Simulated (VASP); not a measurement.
Set up this calculation in VASP 6.6.1, as the native input.

```
Task                   : single point
Functional             : PBE
Potentials or basis    : VASP PAW PBE potentials, release 64 (Ag, Zr_sv, Cu)
Cutoff                 : 520 eV
k mesh                 : 4 × 4 × 4
Occupations            : fermi-dirac, width 0.1939 eV
Spin                   : no spin polarisation
Dipole correction      : no
Further INCAR settings : LREAL = Auto; ALGO = Normal; EDIFF = 1e-07; NBANDS = 104
```

The structure of Zr5Cu5Ag6 lies in POSCAR:

```
Zr5Cu5Ag6
1.0
    6.4823510000      0.1220010000      0.2142500000
    0.1220010000      6.7363030000     -0.0651200000
    0.2142500000     -0.0651200000      6.3738650000
Ag Zr Cu
6 5 5
Direct
    0.8327481799      0.7523246691      0.1863704534
    0.1138478601      0.5321682403      0.9568509384
    0.8374325462      0.2723037670      0.6904199855
    0.3801937160      0.7783913183      0.1507863030
    0.2884958660      0.2199712338      0.6598812435
    0.5690645873      0.4214651515      0.9933247109
    0.0886417143      0.4729221762      0.3426197535
    0.3021709280      0.1631865964      0.1491791779
    0.6193056293      0.0307590263      0.4232387041
    0.6155200268      0.9433722101      0.8171349362
    0.0568072404      0.0280295895      0.4525567869
    0.0303211083      0.9238999779      0.8914221777
    0.7966118421      0.6500587936      0.6191229600
    0.5644978067      0.4653446265      0.3687836760
    0.3619826881      0.7055468142      0.5706177743
    0.8317272339      0.1931649780      0.1293231072
```

One way to write it, as run:

INCAR

```
SYSTEM = Zr5Cu5Ag6
PREC = Accurate ; ENCUT = 520
EDIFF = 1E-7 ; ISMEAR = -1
SIGMA = 0.1939 ; LREAL = Auto
LASPH = .True. ; NELM = 100
ALGO = Normal ; ISIF = 2
LWAVE = .False. ; LCHARG = .False.
GGA = PE ; NBANDS = 104
LUSENCCL = .False.
```

KPOINTS

```
regular mesh
0
Gamma
  4 4 4
  0 0 0
```

Potentials or basis: VASP PAW PBE potentials, release 64 (Ag, Zr_sv, Cu).

Command:

```bash
$ cat potpaw_PBE.64/Ag/POTCAR potpaw_PBE.64/Zr_sv/POTCAR potpaw_PBE.64/Cu/POTCAR > POTCAR
$ mpirun -np 1 vasp_std > vasp.out
```

Results of the run:

```yaml
Pressure: 11.0 GPa
Largest_force: 4.425 eV/Å
Band_gap_on_the_k_mesh: zero (an odd number of electrons rules out a gap without spin polarisation)
```

Caveat: the atoms stand as in a frame of molecular dynamics.

Wall time 5.1 min on 1 × NVIDIA H100 80GB with 1 thread of AMD EPYC 7R13 Processor (Zen 3), with other jobs on the host, peak memory 1.8 GiB.
